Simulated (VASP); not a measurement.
Wanted: the native input for a VASP 6.6.1 run.

| Property | Result |
| --- | --- |
| Task | relaxation of cell and atoms |
| Functional | PBEsol |
| Potentials or basis | VASP PAW PBE potentials, release 64 (Bi_d) |
| Cutoff | 600 eV |
| k mesh | 16 × 16 × 9 |
| Occupations | fermi-dirac, width 0.08 eV |
| Spin | no spin polarisation |
| Target pressure | 360 GPa |
| Dipole correction | no |
| Further INCAR settings | ALGO = Normal; EDIFF = 1e-07; IBRION = 2; EDIFFG = -0.005; NSW = 60; ISIF = 3 |

The structure of Bi lies in POSCAR:

```
Bi
1.0
    2.6427348583      0.0000000000      0.0000000000
   -1.3213674291      2.2886755227      0.0000000000
    0.0000000000      0.0000000000      4.2812304704
Bi
2
Direct
    0.3333333333      0.6666666667      0.2500000000
    0.6666666667      0.3333333333      0.7500000000
```

One way to write it, as run:

INCAR

```
SYSTEM = Bi
PREC = Accurate
ENCUT = 600
EDIFF = 1E-7
ISMEAR = -1
SIGMA = 0.08
LREAL = .FALSE.
LASPH = .TRUE.
NELM = 80
ALGO = Normal
ISIF = 3
LWAVE = .FALSE.
LCHARG = .FALSE.
GGA = PS
IBRION = 2
NSW = 60
EDIFFG = -0.005
PSTRESS = 3600.0
```

KPOINTS

```
regular mesh
0
G
  16 16 9
  0 0 0
```

Potentials or basis: VASP PAW PBE potentials, release 64 (Bi_d).

Launch:

```bash
$ cat potpaw_PBE.64/Bi_d/POTCAR > POTCAR
$ mpirun -np 1 vasp_std > vasp.out
```

Results of the run:

The relaxed volume is 13.02 Å³/atom. The relaxed cell is a = 2.666 Å, b = 2.666 Å, c = 4.229 Å, α = 90.00°, β = 90.00°, γ = 120.00°. The space group after relaxing (to 0.05 Å) is P6_3/mmc (No. 194), the energy change on relaxing (the enthalpy is what falls) is -167.5 meV/atom and the ionic steps are 9. The pressure after relaxing is 360.0 GPa and the band gap on the k mesh is zero (band 15 reaches 32.09 eV, above the bottom of band 16 at 18.90 eV).

Caveat: the cell is relaxed towards a set pressure, so the enthalpy falls and the energy may rise; the PAW data sets were made with another functional, which shifts forces and pressure a little; spin-orbit coupling is left out, which moves the levels of the heavy elements.

Run time: 8.4 min on 1 thread of AMD EPYC 9R45 (Zen 5) (shared host), peak memory 0.17 GiB.
